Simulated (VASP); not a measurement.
# Ta3TiN4 (P-6m2) in VASP: notebook

The runs below take Ta3TiN4 through single point, with PBE.

Program: VASP 6.6.1. These are calculated values, not measurements. Logs are shortened: lines on timing, memory, paths and dates and some standing lists are left out, and cuts for length are marked.

### 1 The cell of the first run

Symmetry: P-6m2, No. 187, hexagonal system. Conventional cell: a = 2.846 Å, b = 2.846 Å, c = 11.078 Å, α = 90.00°, β = 90.00°, γ = 120.00°. Ti (site symmetry -6m2) has 6 N at 2.11 Å and 2 Ta at 2.71 Å and 6 Ti at 2.85 Å within 2.9 Å. Within 2.9 Å of Ta (site symmetry -6m2) lie 6 N at 2.16 Å and 8 Ta at 2.83 to 2.85 Å. Ta (site symmetry 3m) has 6 N at 2.14 to 2.17 Å and 1 Ti at 2.71 Å and 7 Ta at 2.83 to 2.85 Å within 2.9 Å. Within 2.9 Å of N (site symmetry 3m) lie 6 Ta at 2.16 to 2.17 Å and 8 N at 2.80 to 2.85 Å. Within 2.9 Å of N (site symmetry 3m) lie 3 Ti at 2.11 Å and 3 Ta at 2.14 Å and 8 N at 2.66 to 2.85 Å.

### 2 Single point, PBE (9.71 Å³/atom)

INCAR reads:

```
SYSTEM = Ta3TiN4
  PREC = Accurate
  ENCUT = 520
  EDIFF = 1E-6
  ISMEAR = 0
  SIGMA = 0.1
  LREAL = .False.
  LASPH = .True.
  NELM = 100
  ALGO = Normal
  ISIF = 2
  LWAVE = .False.
  LCHARG = .True.
  GGA = PE
  LELF = .True.
  LVHAR = .True.
  NBANDS = 42
```

KPOINTS reads:

```
Automatic mesh
0
Gamma
  12 12 4
  0 0 0
```

POSCAR reads:

```
Ta3TiN4
1.0
    2.8455040547     -0.0000000279      0.0000000000
   -1.4227520032      2.4642788119      0.0000000000
    0.0000000000      0.0000000000     11.0778640495
Ti Ta N
1 3 4
Direct
    0.0000000000      0.0000000000      0.5000000000
    0.0000000000      0.0000000000      0.0000000000
    0.0000000000      0.0000000000      0.2555529906
    0.0000000000      0.0000000000      0.7444470094
    0.6666666667      0.3333333333      0.8727585868
    0.6666666667      0.3333333333      0.1272414132
    0.6666666667      0.3333333333      0.3799967499
    0.6666666667      0.3333333333      0.6200032501
```

Potentials or basis: VASP PAW PBE potentials, release 64 (Ti_sv, Ta_pv, N).

Run with:

```
> cat potpaw_PBE.64/Ti_sv/POTCAR potpaw_PBE.64/Ta_pv/POTCAR potpaw_PBE.64/N/POTCAR > POTCAR
> mpirun -np 1 vasp_std > vasp.out
```

OUTCAR:

```text
SYSTEM = Ta3TiN4
   PREC = Accurate
   ENCUT = 520
   EDIFF = 1E-6
   ISMEAR = 0
   LREAL = .False.
   LASPH = .True.
   NELM = 100
   ISIF = 2
   GGA = PE

 ion  position               nearest neighbor table
   1  0.000  0.000  0.500-   7 2.11   8 2.11   7 2.11   8 2.11   7 2.11   8 2.11   3 2.71   4 2.71

   2  0.000  0.000  0.000-   5 2.16   6 2.16   5 2.16   6 2.16   5 2.16   6 2.16   3 2.83   4 2.83

   3  0.000  0.000  0.256-   7 2.14   7 2.14   7 2.14   6 2.17   6 2.17   6 2.17   1 2.71   2 2.83

   4  0.000  0.000  0.744-   8 2.14   8 2.14   8 2.14   5 2.17   5 2.17   5 2.17   1 2.71   2 2.83

   5  0.667  0.333  0.873-   2 2.16   2 2.16   2 2.16   4 2.17   4 2.17   4 2.17
   6  0.667  0.333  0.127-   2 2.16   2 2.16   2 2.16   3 2.17   3 2.17   3 2.17
   7  0.667  0.333  0.380-   1 2.11   1 2.11   1 2.11   3 2.14   3 2.14   3 2.14
   8  0.667  0.333  0.620-   1 2.11   1 2.11   1 2.11   4 2.14   4 2.14   4 2.14

  LATTYP: Found a hexagonal cell.
 ALAT       =     2.8455040547
 C/A-ratio  =     3.8931113211

  Lattice vectors:

 A1 = (   2.8455040547,  -0.0000000279,   0.0000000000)
 A2 = (  -1.4227520032,   2.4642788119,   0.0000000000)
 A3 = (   0.0000000000,   0.0000000000,  11.0778640495)

Analysis of symmetry for initial positions (statically):
=====================================================================
 Subroutine PRICEL returns:
 Original cell was already a primitive cell.

 Routine SETGRP: Setting up the symmetry group for a
 hexagonal supercell.

 Subroutine GETGRP returns: Found 12 space group operations
 (whereof 12 operations were pure point group operations)
 out of a pool of 24 trial point group operations.

The static configuration has the point symmetry D_3h.

Analysis of symmetry for dynamics (positions and initial velocities):
=====================================================================
 Subroutine PRICEL returns:
 Original cell was already a primitive cell.

 Routine SETGRP: Setting up the symmetry group for a
 hexagonal supercell.

 Subroutine GETGRP returns: Found 12 space group operations
 (whereof 12 operations were pure point group operations)
 out of a pool of 24 trial point group operations.

The dynamic configuration has the point symmetry D_3h.

 Subroutine INISYM returns: Found 12 space group operations
 (whereof 12 operations are pure point group operations),
 and found     1 'primitive' translations

----------------------------------------------------------------------------------------

                                     Primitive cell

  volume of cell :      77.6793

  direct lattice vectors                    reciprocal lattice vectors
     2.845504055 -0.000000028  0.000000000     0.351431587  0.202899117  0.000000000
    -1.422752003  2.464278812  0.000000000     0.000000004  0.405798240  0.000000000
     0.000000000  0.000000000 11.077864050     0.000000000  0.000000000  0.090270109

  length of vectors
     2.845504055  2.845504055 11.077864050     0.405798240  0.405798240  0.090270109

  position of ions in fractional coordinates (direct lattice)
     0.000000000  0.000000000  0.500000000
     0.000000000  0.000000000  0.000000000
     0.000000000  0.000000000  0.255552991
     0.000000000  0.000000000  0.744447009
     0.666666667  0.333333333  0.872758587
     0.666666667  0.333333333  0.127241413
     0.666666667  0.333333333  0.379996750
     0.666666667  0.333333333  0.620003250

  ion indices of the primitive-cell ions
   primitive index   ion index
                 1           1
                 2           2
                 3           3
                 4           4
                 5           5
                 6           6
                 7           7
                 8           8

----------------------------------------------------------------------------------------

 KPOINTS: Automatic mesh

Automatic generation of k-mesh.
 Grid dimensions read from file:
 generate k-points for:   12   12    4

 Generating k-lattice:

  Cartesian coordinates                     Fractional coordinates (reciprocal lattice)
     0.029285966  0.016908260  0.000000000     0.083333333  0.000000000  0.000000000
     0.000000000  0.033816520  0.000000000     0.000000000  0.083333333  0.000000000
     0.000000000  0.000000000  0.022567527     0.000000000  0.000000000  0.250000000

  Length of vectors
     0.033816520  0.033816520  0.022567527

  Shift w.r.t. Gamma in fractional coordinates (k-lattice)
     0.000000000  0.000000000  0.000000000

 Subroutine IBZKPT returns following result:
 ===========================================

 Found     57 irreducible k-points:

 Following reciprocal coordinates:
            Coordinates               Weight
  0.000000  0.000000  0.000000      1.000000
  0.083333  0.000000  0.000000      6.000000
  0.166667  0.000000  0.000000      6.000000
  0.250000  0.000000  0.000000      6.000000
  0.333333  0.000000  0.000000      6.000000
  0.416667 -0.000000  0.000000      6.000000
[... 16 lines left out ...]
  0.250000  0.000000  0.250000     12.000000
  0.333333  0.000000  0.250000     12.000000
 [... further k-points ...]
   k-points           NKPTS =     57   k-points in BZ     NKDIM =     57   number of bands    NBANDS=     42
   number of dos      NEDOS =    301   number of ions     NIONS =      8
   total plane-waves  NPLWV =  48384
   dimension x,y,z NGX =    24 NGY =   24 NGZ =   84
   dimension x,y,z NGXF=    48 NGYF=   48 NGZF=  168
   ions per type =               1   3   4
   NGX,Y,Z   is equivalent  to a cutoff of  14.02, 14.02, 12.61 a.u.
   NGXF,Y,Z  is equivalent  to a cutoff of  28.04, 28.04, 25.21 a.u.
 SYSTEM =  Ta3TiN4
   PREC   = accura    normal or accurate (medium, high low for compatibility)
   ISTART =      0    job   : 0-new  1-cont  2-samecut
   ICHARG =      2    charge: 1-file 2-atom 10-const
   ISPIN  =      1    spin polarized calculation?
   LNONCOLLINEAR =      F non collinear calculations
   LSORBIT =      F    spin-orbit coupling
   LASPH  =      T    aspherical Exc in radial PAW
   ENCUT  =  520.0 eV  38.22 Ry    6.18 a.u.   5.29  5.29 20.60*2*pi/ulx,y,z
   NELM   =    100;   NELMIN=  2; NELMDL= -5     # of ELM steps
   EDIFF  = 0.1E-05   stopping-criterion for ELM
   LREAL  =      F    real-space projection
   EDIFFG = 0.1E-04   stopping-criterion for IOM
   NSW    =      0    number of steps for IOM
   IBRION =     -1    ionic relax: 0-MD 1-quasi-New 2-CG
   NFREE  =      0    steps in history (QN), initial steepest desc. (CG)
   ISIF   =      2    stress and relaxation
   ISYM   =      2    0-nonsym 1-usesym 2-fastsym
   POTIM  = 0.5000    time-step for ionic-motion
   TEBEG  =    0.0;   TEEND  =   0.0 temperature during run
   PSTRESS=    0.0 pullay stress
   NELECT =      65.0000    total number of electrons
   NUPDOWN=      -1.0000    fix difference up-down
   EMIN   =  10.00;   EMAX   =-10.00  energy-range for DOS
   EFERMI =   0.00;   METHOD = LEGACY
   ISMEAR =     0;   SIGMA  =   0.10  broadening in eV -4-tet -1-fermi 0-gaus
   EFERMI_NEDOS =   21; number of points for ismear=-14 and -15
   IALGO  =     38    algorithm
   IMIX   =      4    mixing-type and parameters
     AMIX     =   0.40;   BMIX     =  1.00
     AMIX_MAG =   1.60;   BMIX_MAG =  1.00
  volume/ion in A,a.u.               =       9.71        65.53
  Fermi-wavevector in a.u.,A,eV,Ry     =   1.542686  2.915254 32.380242  2.379881
  Thomas-Fermi vector in A             =   2.648456
   LORBIT       =      0    0 simple, 1 ext, 2 COOP (PROOUT), +10 PAW based schemes
   GGA     = PE    functional components
   LHFCALC =     F    Hartree Fock is set to
   AEXX    =    0.0000 exact exchange contribution
   IVDW    =     0    specifies the selected vdW correction
   LEPSILON=     F    determine dielectric tensor
   LRPA    =     F    only Hartree local field effects (RPA)
 non-spin polarized calculation
 Gauss-broadening in eV      SIGMA  =   0.10
  energy-cutoff  :      520.00
  volume of cell :       77.68
 maximum number of plane-waves:      2115
 NGX is ok and might be reduce to    24
   NGX = 11   NGY = 11   NGZ = 41

 number of electron      64.9999989 magnetization

 Free energy of the ion-electron system (eV)
  ---------------------------------------------------
  ext. energy  EPLUGINS =         0.00000000
  ---------------------------------------------------
  free energy    TOTEN  =       -85.54246889 eV

  energy without entropy =      -85.53291528  energy(sigma->0) =      -85.53769208

 E-fermi :   9.2621     XC(G=0): -13.6764

 val. band max:        9.2598697686   @ k =   0.5000   0.0000   0.5000
 cond. band min:       9.3495925586   @ k =   0.3333   0.1667   0.0000
 fundamental gap:      0.0897227900
 Fermi energy:         9.2621431481

 k-point     1 :       0.0000    0.0000    0.0000
  band No.  band energies     occupation
      1     -47.4982      2.00000
      2     -25.9223      2.00000
      3     -25.4293      2.00000
      4     -25.1387      2.00000
      5     -24.5715      2.00000
      6     -24.5715      2.00000
[... 34 lines left out ...]
     41      12.9791      0.00000
     42      13.0771      0.00000

 k-point     2 :       0.0833    0.0000    0.0000
  band No.  band energies     occupation
      1     -47.4905      2.00000
      2     -25.8988      2.00000
      3     -25.4100      2.00000
      4     -25.1227      2.00000
      5     -24.6743      2.00000
      6     -24.5930      2.00000
[... 34 lines left out ...]
     41      13.1062      0.00000
     42      13.3706      0.00000

 k-point     3 :       0.1667    0.0000    0.0000
  band No.  band energies     occupation
      1     -47.4693      2.00000
      2     -25.8338      2.00000
      3     -25.3572      2.00000
      4     -25.0804      2.00000
      5     -24.9467      2.00000
      6     -24.8457      2.00000
[... 34 lines left out ...]
     41      13.1953      0.00000
     42      13.6894      0.00000

 k-point     4 :       0.2500    0.0000    0.0000
  band No.  band energies     occupation
      1     -47.4401      2.00000
      2     -25.7437      2.00000
      3     -25.3259      2.00000
      4     -25.2630      2.00000
      5     -25.2042      2.00000
      6     -25.1613      2.00000
[... 844 lines left out ...]
     41      13.0077      0.00000
     42      13.5208      0.00000

 k-point    23 :       0.2500    0.0000    0.2500
  band No.  band energies     occupation
      1     -47.4401      2.00000
      2     -25.7309      2.00000
      3     -25.3464      2.00000
      4     -25.2875      2.00000
      5     -25.2027      2.00000
      6     -25.1610      2.00000
[... 34 lines left out ...]
     41      13.1484      0.00000
     42      14.0596      0.00000

 k-point    24 :       0.3333    0.0000    0.2500
  band No.  band energies     occupation
      1     -47.4107      2.00000
      2     -25.6459      2.00000
      3     -25.6416      2.00000
      4     -25.5296      2.00000
      5     -25.4889      2.00000
      6     -25.2419      2.00000
[... 34 lines left out ...]
     41      13.5082      0.00000
     42      14.4376      0.00000

 [... further k-points ...]
[... 5 lines left out ...]
  --------------------------------------------------------------------------------------
  -------------------------------------------------------------------------------------
  Total       17.7961556     17.7961556     17.8902358     -0.0000000      0.0000000      0.0000000
  in kB      367.0554670    367.0554670    368.9959229     -0.0000000      0.0000000      0.0000000
  external PRESSURE =     367.7022856 kB  Pullay stress =       0.0000000 kB

 VOLUME and BASIS-vectors are now :
 -----------------------------------------------------------------------------
  energy-cutoff  :      520.00
  volume of cell :       77.68
      direct lattice vectors                 reciprocal lattice vectors
     2.845504055 -0.000000028  0.000000000     0.351431587  0.202899117  0.000000000
    -1.422752003  2.464278812  0.000000000     0.000000004  0.405798240  0.000000000
     0.000000000  0.000000000 11.077864050     0.000000000  0.000000000  0.090270109

 POSITION                                       TOTAL-FORCE (eV/Angst)
 -----------------------------------------------------------------------------------
      0.00000      0.00000      5.53893         0.000000      0.000000      0.000000
      0.00000      0.00000      0.00000         0.000000     -0.000000      0.000000
      0.00000      0.00000      2.83098         0.000000      0.000000     -0.003160
      0.00000      0.00000      8.24688         0.000000      0.000000      0.003160
      1.42275      0.82143      9.66830        -0.000000     -0.000000     -0.002302
      1.42275      0.82143      1.40956        -0.000000      0.000000      0.002302
      1.42275      0.82143      4.20955        -0.000000      0.000000      0.034764
      1.42275      0.82143      6.86831        -0.000000      0.000000     -0.034764
 -----------------------------------------------------------------------------------
    total drift:                               -0.000000      0.000000      0.000000

  FREE ENERGIE OF THE ION-ELECTRON SYSTEM (eV)
  ---------------------------------------------------
  free  energy   TOTEN  =       -85.5424688921 eV

  energy  without entropy=      -85.5329152755  energy(sigma->0) =      -85.53769208
```

Wall time 1.8 min (1 thread of Intel Xeon 6975P-C (Granite Rapids), shared host); peak memory 0.31 GiB.

Results:

```yaml
Free_energy: -85.5425 eV
Pressure: 36.8 GPa
Largest_force: 0.035 eV/Å
Band_gap_on_the_k_mesh: zero (an odd number of electrons rules out a gap without spin polarisation)
```

Forces on the atoms (eV/Å):
```
Ti   0.000  0.000  0.000
Ta   0.000  0.000  0.000
Ta   0.000  0.000 -0.003
Ta   0.000  0.000  0.003
N    0.000  0.000 -0.002
N    0.000  0.000  0.002
N    0.000  0.000  0.035
N    0.000  0.000 -0.035
```

Levels at points of the mesh, in eV from the Fermi level:
| k point | band 29 | band 30 | band 31 | band 32 | band 33 | band 34 | band 35 | band 36 |
| --- | --- | --- | --- | --- | --- | --- | --- | --- |
| (0.00, 0.00, 0.00) | -3.17 | -2.25 | 0.46 | 0.46 | 0.47 | 0.51 | 1.32 | 1.32 |
| (0.50, 0.00, 0.00) | -2.91 | -2.59 | -0.83 | -0.65 | 0.47 | 3.18 | 3.37 | 3.53 |
| (0.00, 0.00, 0.50) | -3.21 | -1.43 | -1.15 | 0.52 | 0.52 | 0.72 | 0.72 | 2.22 |
| (0.50, 0.00, 0.50) | -3.09 | -2.26 | -1.89 | 0.00 | 0.34 | 3.43 | 3.48 | 3.64 |

Caveat: the cell stands under pressure; spin-orbit coupling is left out, which moves the levels of the heavy elements.

[end of part 1 of 2]

The gap in the log of VASP goes by the Fermi energy; the results here count the filled bands.